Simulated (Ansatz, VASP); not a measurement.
**Au in VASP and in Ansatz**

```
Au
1.0
    -1.65231    1.65231    1.65231
     1.65231   -1.65231    1.65231
     1.65231    1.65231   -1.65231
Au
1
Direct
  0.00000 0.00000 0.00000
```

Alike in both runs: task single point; functional PBE; k mesh 8 × 8 × 8; occupations gaussian, width 0.05 eV; no spin polarisation.

|  | VASP | Ansatz |
| --- | --- | --- |
| version | VASP 6.6.1 | Ansatz 0.2.0 |
| potentials or method | VASP PAW PBE potentials, release 64 (Au), cutoff 520 eV | scalar-relativistic, plane waves, PAW |
| valence electrons in the cell | 11 | 19 |

|  | VASP | Ansatz | Ansatz less VASP |
| --- | --- | --- | --- |
| pressure (GPa) | -0.4 | -0.2 | +0.19 |

VASP's potentials hold 11 valence electrons a cell and Ansatz's 19, so a difference there can come from the potentials and not from the codes.

Neither program's run includes spin-orbit coupling.
